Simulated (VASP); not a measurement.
# O2 in VASP: a series of runs

O2 is run at these levels: PBEsol; tasks: single point, relaxation of the atoms.

Program: VASP 6.6.1. These are calculated values, not measurements. Logs are shortened: lines on timing, memory, paths and dates and some standing lists are left out, and cuts for length are marked.

## 1. The cell of the first run

The cell holds a molecule in a box, 2 atoms: a = 9.000 Å, b = 9.500 Å, c = 10.000 Å, α = 90.00°, β = 90.00°, γ = 90.00°.

## 2. Single point, PBEsol, collinear spin, ferromagnetic start

The input, INCAR:

```
ALGO = Normal ; EDIFF = 1E-6
ENCUT = 520 ; GGA = PS
ISIF = 2 ; ISMEAR = -1
ISPIN = 2 ; LASPH = T
LCHARG = F ; LORBIT = 11
LREAL = F ; LWAVE = F
MAGMOM = 1 1 ; NBANDS = 17
NELM = 150 ; PREC = Accurate
SIGMA = 0.05
```

The input, KPOINTS:

```
k-points
0
Gamma
  1 1 1
```

The input, POSCAR:

```
O
1.0
    9.0000000000      0.0000000000      0.0000000000
    0.0000000000      9.5000000000      0.0000000000
    0.0000000000      0.0000000000     10.0000000000
O
2
Direct
    0.5000000000      0.5000000000      0.4395074478
    0.5000000000      0.5000000000      0.5604925522
```

Potentials or basis: VASP PAW PBE potentials, release 64 (O).

The run is started by

```console
$ cat potpaw_PBE.64/O/POTCAR > POTCAR
$ mpirun -np 1 vasp_gam > vasp.out
```

OUTCAR:

```text
EDIFF = 1E-6
   ENCUT = 520
   GGA = PS
   ISIF = 2
   ISMEAR = -1
   ISPIN = 2
   LASPH = T
   LORBIT = 11
   LREAL = F
   NELM = 150
   PREC = Accurate

 ion  position               nearest neighbor table
   1  0.500  0.500  0.440-   2 1.21
   2  0.500  0.500  0.560-   1 1.21

  LATTYP: Found a simple orthorhombic cell.
 ALAT       =     9.0000000000
 B/A-ratio  =     1.0555555556
 C/A-ratio  =     1.1111111111

  Lattice vectors:

 A1 = (   9.0000000000,   0.0000000000,   0.0000000000)
 A2 = (   0.0000000000,   9.5000000000,   0.0000000000)
 A3 = (   0.0000000000,   0.0000000000,  10.0000000000)

Analysis of symmetry for initial positions (statically):
=====================================================================
 Subroutine PRICEL returns:
 Original cell was already a primitive cell.

 Routine SETGRP: Setting up the symmetry group for a
 simple orthorhombic supercell.

 Subroutine GETGRP returns: Found  8 space group operations
 (whereof  8 operations were pure point group operations)
 out of a pool of  8 trial point group operations.

The static configuration has the point symmetry D_2h.

Analysis of symmetry for dynamics (positions and initial velocities):
=====================================================================
 Subroutine PRICEL returns:
 Original cell was already a primitive cell.

 Routine SETGRP: Setting up the symmetry group for a
 simple orthorhombic supercell.

 Subroutine GETGRP returns: Found  8 space group operations
 (whereof  8 operations were pure point group operations)
 out of a pool of  8 trial point group operations.

The dynamic configuration has the point symmetry D_2h.

Analysis of structural, dynamic, and magnetic symmetry:
=====================================================================
 Subroutine PRICEL returns:
 Original cell was already a primitive cell.

 Routine SETGRP: Setting up the symmetry group for a
 simple orthorhombic supercell.

 Subroutine GETGRP returns: Found  8 space group operations
 (whereof  8 operations were pure point group operations)
 out of a pool of  8 trial point group operations.

The overall configuration has the point symmetry D_2h.

 Subroutine INISYM returns: Found  8 space group operations
 (whereof  8 operations are pure point group operations),
 and found     1 'primitive' translations

[... 90 lines left out ...]
     AMIX_MAG =   1.60;   BMIX_MAG =  1.00
  volume/ion in A,a.u.               =     427.50      2884.91
  Fermi-wavevector in a.u.,A,eV,Ry     =   0.394893  0.746240  2.121703  0.155941
  Thomas-Fermi vector in A             =   1.339966
   LORBIT       =     11    0 simple, 1 ext, 2 COOP (PROOUT), +10 PAW based schemes
   GGA     = PS    functional components
   LHFCALC =     F    Hartree Fock is set to
   AEXX    =    0.0000 exact exchange contribution
   IVDW    =     0    specifies the selected vdW correction
   LEPSILON=     F    determine dielectric tensor
   LRPA    =     F    only Hartree local field effects (RPA)
 spin polarized calculation
  energy-cutoff  :      520.00
  volume of cell :      855.00
 maximum number of plane-waves:     11510
 NGX is ok and might be reduce to    70
   NGX = 33   NGY = 35   NGZ = 37

 number of electron      12.0000002 magnetization       2.0000001

 Free energy of the ion-electron system (eV)
  ---------------------------------------------------
  ext. energy  EPLUGINS =         0.00000000
  ---------------------------------------------------
  free energy    TOTEN  =       -10.26590546 eV

  energy without entropy =      -10.26590546  energy(sigma->0) =      -10.26590546

 E-fermi :  -5.4926     XC(G=0):  -0.6179

 val. band max:       -6.6227142340   @ k =   0.0000   0.0000   0.0000
 cond. band min:      -4.3593067176   @ k =   0.0000   0.0000   0.0000
 fundamental gap:      2.2634075164
 Fermi energy:        -5.4926297629

 spin component 1

 k-point     1 :       0.0000    0.0000    0.0000
  band No.  band energies     occupation
      1     -32.8670      1.00000
      2     -20.2069      1.00000
      3     -13.3778      1.00000
      4     -13.3778      1.00000
      5     -13.3622      1.00000
      6      -6.6227      1.00000
[... 9 lines left out ...]
     16       2.8073      0.00000
     17       2.8985      0.00000
 Fermi energy:        -5.4926297629

 spin component 2

 k-point     1 :       0.0000    0.0000    0.0000
  band No.  band energies     occupation
      1     -31.6191      1.00000
      2     -18.4265      1.00000
      3     -12.3314      1.00000
      4     -11.5409      1.00000
      5     -11.5409      1.00000
      6      -4.3593      0.00000
[... 9 lines left out ...]
     16       2.9745      0.00000
     17       2.9841      0.00000

------------------------ aborting loop because EDIFF is reached ----------------------------------------

  FORCE on cell =-STRESS in cart. coord.  units (eV):
  Direction    XX          YY          ZZ          XY          YZ          ZX
  --------------------------------------------------------------------------------------
  -------------------------------------------------------------------------------------
  Total       -0.0728774     -0.0726633      1.6071781      0.0000000      0.0000000      0.0000000
  in kB       -0.1365644     -0.1361631      3.0116776      0.0000000      0.0000000      0.0000000
  external PRESSURE =       0.9129834 kB  Pullay stress =       0.0000000 kB

 VOLUME and BASIS-vectors are now :
 -----------------------------------------------------------------------------
  energy-cutoff  :      520.00
  volume of cell :      855.00
      direct lattice vectors                 reciprocal lattice vectors
     9.000000000  0.000000000  0.000000000     0.111111111  0.000000000  0.000000000
     0.000000000  9.500000000  0.000000000     0.000000000  0.105263158  0.000000000
     0.000000000  0.000000000 10.000000000     0.000000000  0.000000000  0.100000000

 POSITION                                       TOTAL-FORCE (eV/Angst)
 -----------------------------------------------------------------------------------
      4.50000      4.75000      4.39507         0.000000     -0.000000     -1.395024
      4.50000      4.75000      5.60493         0.000000      0.000000      1.395024
 -----------------------------------------------------------------------------------
    total drift:                                0.000000      0.000000     -0.000000

  FREE ENERGIE OF THE ION-ELECTRON SYSTEM (eV)
  ---------------------------------------------------
  free  energy   TOTEN  =       -10.2659054561 eV

  energy  without entropy=      -10.2659054554  energy(sigma->0) =      -10.26590546

 total charge

# of ion       s       p       d       tot
------------------------------------------
    1        1.609   3.308   0.000   4.917
    2        1.609   3.308   0.000   4.917
--------------------------------------------------
tot          3.218   6.616   0.000   9.834

 magnetization (x)

# of ion       s       p       d       tot
------------------------------------------
    1        0.009   0.797   0.000   0.806
    2        0.009   0.797   0.000   0.806
--------------------------------------------------
tot          0.018   1.594   0.000   1.612
```

stdout:

```text
POSCAR found type information on POSCAR O
 POSCAR found :  1 types and       2 ions
 scaLAPACK will be used
 -----------------------------------------------------------------------------
|                                                                             |
|                                                                             |
|     You enforced a specific xc type in the INCAR file but a different       |
|     I HOPE YOU KNOW WHAT YOU ARE DOING!                                     |
|                                                                             |
 -----------------------------------------------------------------------------

 LDA part: xc-table for (Slater+PW92), standard interpolation
 POSCAR, INCAR and KPOINTS ok, starting setup
 FFT: planning ... GRIDC
 FFT: planning ... GRID_SOFT
 FFT: planning ... GRID
 WAVECAR not read
 entering main loop
```

It took 47 s on 1 thread of AMD EPYC 9R45 (Zen 5), shared host; peak memory 0.99 GiB.

What came out:

| Property | Result |
| --- | --- |
| Free energy | -10.2659 eV |
| Largest force | 1.395 eV/Å |
| Gap between the frontier levels | 2.26 eV |
| Net moment | 2.00 μB per cell |
| Site moments | O +0.81 μB |
| Valence electrons inside the program's atomic spheres | O 4.92 |

Forces on the atoms (eV/Å):
```
O    0.000  0.000 -1.395
O    0.000  0.000  1.395
```

Caveat: the standard files for N, O and F lose accuracy on very short bonds; the PAW data sets were made with another functional, which shifts forces and pressure a little.

## 3. Relaxation of the atoms, PBEsol, collinear spin, ferromagnetic start

The input, INCAR:

```
SYSTEM = O
  PREC = Accurate
  ENCUT = 520
  EDIFF = 1E-7
  ISMEAR = -1
  SIGMA = 0.05
  LREAL = .FALSE.
  LASPH = .TRUE.
  NELM = 150
  ALGO = Normal
  ISIF = 2
  LWAVE = .FALSE.
  LCHARG = .FALSE.
  ISPIN = 2
  MAGMOM = 1 1
  LORBIT = 11
  GGA = PS
  IBRION = 2
  NSW = 80
  EDIFFG = -0.03
```

The input, KPOINTS:

```
regular mesh
0
G
  1 1 1
  0 0 0
```

The input, POSCAR:

```
O
1.0
    9.0000000000      0.0000000000      0.0000000000
    0.0000000000      9.5000000000      0.0000000000
    0.0000000000      0.0000000000     10.0000000000
O
2
Direct
    0.5000000000      0.5000000000      0.4385000000
    0.5000000000      0.5000000000      0.5615000000
```

Potentials or basis: VASP PAW PBE potentials, release 64 (O).

The run is started by

```console
$ cat potpaw_PBE.64/O/POTCAR > POTCAR
$ mpirun -np 1 vasp_gam > vasp.out
```

Run time: 3.7 min. Hardware: 1 thread of Intel Xeon Platinum 8375C at 2.90GHz (Ice Lake), shared host; peak memory 1 GiB.

The run converged. Its results:

```
Free energy                                           : -10.2777 eV
Energy gained by relaxing                             : 0.1 meV/atom
Ionic steps                                           : 3
Gap between the frontier levels                       : 2.26 eV
Net moment                                            : 2.00 μB per cell
Site moments                                          : O +0.81 μB
Valence electrons inside the program's atomic spheres : O 4.89
```

Step by step:
| step | energy change (eV) | largest force (eV/Å) | pressure (GPa) |
| --- | --- | --- | --- |
| 1 | 0.0000 | 0.2102 | -0.03 |
| 2 | 0.0117 | 1.4065 | 0.09 |
| 3 | -0.0003 | 0.0001 | -0.01 |

Final structure:
```
CELL_PARAMETERS angstrom
9.00000 0.00000 0.00000
0.00000 9.50000 0.00000
0.00000 0.00000 10.00000
ATOMIC_POSITIONS crystal
O 0.50000 0.50000 0.43864
O 0.50000 0.50000 0.56136
```

Levels at points of the mesh, in eV from the valence-band top:
Spin up:
```csv
k point,band 3,band 4,band 5,band 6,band 7,band 8,band 9,band 10,band 11
"(0.00, 0.00, 0.00)",-6.56,-6.46,-6.46,0.00,0.00,6.49,7.66,8.03,8.05
```
Spin down:
| k point | band 1 | band 2 | band 3 | band 4 | band 5 | band 6 | band 7 | band 8 | band 9 | band 10 |
| --- | --- | --- | --- | --- | --- | --- | --- | --- | --- | --- |
| (0.00, 0.00, 0.00) | -24.48 | -11.81 | -5.54 | -4.62 | -4.62 | 2.26 | 2.26 | 6.59 | 7.89 | 8.09 |

Caveat: the standard files for N, O and F lose accuracy on very short bonds; the PAW data sets were made with another functional, which shifts forces and pressure a little.
